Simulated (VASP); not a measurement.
Set up this calculation in VASP 6.6.1, as the native input.

- Task: single point
- Functional: PBE
- Dispersion: D3(BJ)
- Potentials or basis: VASP PAW PBE potentials, release 64 (C, N)
- Cutoff: 520 eV
- k mesh: 8 × 7 × 1
- Occupations: gaussian, width 0.05 eV
- Spin: no spin polarisation
- Dipole correction: yes
- Further INCAR settings: ALGO = Normal; EDIFF = 1e-06; NBANDS = 37

The structure of C5N lies in POSCAR:

```
C5N
1.0
    3.6473242087      0.0000000000      0.0000000000
   -1.6658829526      3.9310150920      0.0000000000
    0.0000000000      0.0000000000     23.1309581756
C N
10 2
Direct
    0.5001799340      0.3333933113      0.1729284178
    0.4998200660      0.6666066887      0.1729284178
    0.5001799340      0.8333933113      0.2262110668
    0.4998200660      0.1666066887      0.2262110668
    0.5000212336      0.3353169660      0.2794744906
    0.4999787664      0.6646830340      0.2794744906
    0.5001286265      0.8366480411      0.3329734377
    0.4998713735      0.1633519589      0.3329734377
    0.4997623706      0.3544335280      0.3817809063
    0.5002376294      0.6455664720      0.3817809063
    1.2497623706      0.8544335280      0.5201236405
    1.2497623706      0.8544335280      0.5676789554
```

These files were run (other wordings do the same):

INCAR

```
ALGO     = Normal         # electronic algorithm
DIPOL    = 0.5 0.5 0.323
EDIFF    = 1E-6           # SCF threshold, eV
ENCUT    = 520            # plane-wave cutoff, eV
GGA      = PE             # functional
IDIPOL   = 3            
ISIF     = 2              # what is computed and relaxed
ISMEAR   = 0              # smearing method
IVDW     = 12             # dispersion correction
LASPH    = True           # aspherical terms in the spheres
LCHARG   = True           # write CHGCAR
LDIPOL   = True         
LELF     = True           # ELF
LREAL    = False          # projectors in reciprocal space
LVACPOTAV= True         
LVHAR    = True         
LWAVE    = False          # write WAVECAR
NBANDS   = 37             # bands
NELM     = 60             # most SCF steps
PREC     = Accurate       # precision mode
SIGMA    = 0.05           # smearing width, eV
```

KPOINTS

```
k-points
0
Gamma
  8 7 1
```

Potentials or basis: VASP PAW PBE potentials, release 64 (C, N).

Launch:

```bash
$ cat potpaw_PBE.64/C/POTCAR potpaw_PBE.64/N/POTCAR > POTCAR
$ mpirun -np 1 vasp_std > vasp.out
```

Results of the run:

```
Largest force              : 6.776 eV/Å
Band gap on the k mesh     : zero (bands 25 and 26 overlap by 0.73 eV)
Dispersion energy per atom : -0.106 eV
```

Caveat: the standard files for N, O and F lose accuracy on very short bonds.

Wall time 4.3 min on 1 thread of Intel(R) Xeon(R) 6975P-C (Granite Rapids) (shared host), peak memory 0.56 GiB.
